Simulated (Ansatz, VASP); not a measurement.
## Ru: VASP beside Ansatz

INCAR

```
SYSTEM = Ru
ALGO = Normal ; EDIFF = 1E-7
EDIFFG = -0.005 ; ENCUT = 600
GGA = PE ; IBRION = 2
ISIF = 3 ; ISMEAR = -1
LASPH = .True. ; LCHARG = .False.
LREAL = .False. ; LWAVE = .False.
NELM = 100 ; NSW = 100
PREC = Accurate ; SIGMA = 0.05
```

The input KPOINTS:

```
k-points
0
Gamma
  16 16 16
  0 0 0
```

Contents of POSCAR:

```
Ru
1.0
    0.0000000000      1.8104788528      1.8104788528
    1.8104788528      0.0000000000      1.8104788528
    1.8104788528      1.8104788528      0.0000000000
Ru
1
Direct
    0.0000000000      0.0000000000      0.0000000000
```

Input for Ansatz:

```yaml
crystal:
  lattice:
    - [0.0, 1.8104788528, 1.8104788528]
    - [1.8104788528, 0.0, 1.8104788528]
    - [1.8104788528, 1.8104788528, 0.0]
  atoms:
    - { symbol: Ru, position: [0.0, 0.0, 0.0] }
kpoints:
  mp_grid: { grid: [16, 16, 16] }
scf:
  occupations: { method: fermi_dirac, width: 0.05 }
hamiltonian:
  xc: pbe
  pseudopotentials: { kind: paw }
output:
  forces: true
  stress: true
relax:
  f_tol: 0.005
  max_steps: 80
  cell: {}
```

Alike in both runs: task relaxation of cell and atoms; functional PBE; k mesh 16 × 16 × 16; occupations fermi-dirac, width 0.05 eV; no spin polarisation.

```csv
,VASP,Ansatz
version,VASP 6.6.1,Ansatz 0.2.0
potentials or method,"VASP PAW PBE potentials, release 64 (Ru_pv)","PAW with Ansatz's default frozen-core files, scalar-relativistic"
plane-wave cutoff (eV),600,420
valence electrons in the cell,14,16
```

Ansatz gave:

| Property | Result |
| --- | --- |
| relaxed volume (Å³/atom) | 13.84 |
| relaxed cell length with the largest relative difference (Å) | 2.695 |

Problem. Estimate VASP's values.

Solution. Relaxed volume (Å³/atom): 13.83; relaxed cell length with the largest relative difference (Å): 2.694.

VASP's potentials hold 14 valence electrons a cell and Ansatz's 16, so a difference there can come from the potentials and not from the codes.

Noted on VASP's run: the volume moved by over 15 % at a fixed basis, so the end points are rough.
